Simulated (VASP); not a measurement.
Wanted: the native input for a VASP 6.6.1 run.

```
Task                   : single point
Functional             : PBE
Potentials or basis    : VASP PAW PBE potentials, release 64 (Pb_d)
Cutoff                 : 520 eV
k mesh                 : 12 × 12 × 8
Occupations            : gaussian, width 0.1 eV
Spin                   : no spin polarisation
Dipole correction      : no
Further INCAR settings : ALGO = Fast; EDIFF = 1e-06; NBANDS = 21
```

The structure of Pb lies in POSCAR:

```
Pb
1.0
    3.3843354716      0.0000000000      0.0955260190
   -1.6921677358      3.1069547408     -0.0477630095
    0.1534455000      0.0000000000      5.4186106000
Pb
2
Direct
    0.3383104898      0.6766209797      0.2500000000
    0.6616895102      0.3233790203      0.7500000000
```

This cell differs from its parent crystal: strained and its atoms moved.

The input as run:

INCAR

```
ALGO = Fast
EDIFF = 1E-6
ENCUT = 520
GGA = PE
ISIF = 2
ISMEAR = 0
LASPH = True
LCHARG = True
LELF = True
LREAL = False
LVHAR = True
LWAVE = False
NBANDS = 21
NELM = 100
PREC = Accurate
SIGMA = 0.1
```

KPOINTS

```
k-points
0
Gamma
  12 12 8
```

Potentials or basis: VASP PAW PBE potentials, release 64 (Pb_d).

The run is started by

```console
$ cat potpaw_PBE.64/Pb_d/POTCAR > POTCAR
$ mpirun -np 1 vasp_std > vasp.out
```

Results of the run:

| Item | Value |
| --- | --- |
| Pressure | 6.1 GPa |
| Largest force | 0.035 eV/Å |
| Band gap on the k mesh | zero (bands 14 and 15 overlap by 7.27 eV) |

Caveat: the cell differs from its parent crystal (strained and its atoms moved); the cell stands under pressure; spin-orbit coupling is left out, which moves the levels of the heavy elements.

Run time: 6.1 min on 1 thread of AMD EPYC 7R13 (shared host), peak memory 0.38 GiB.
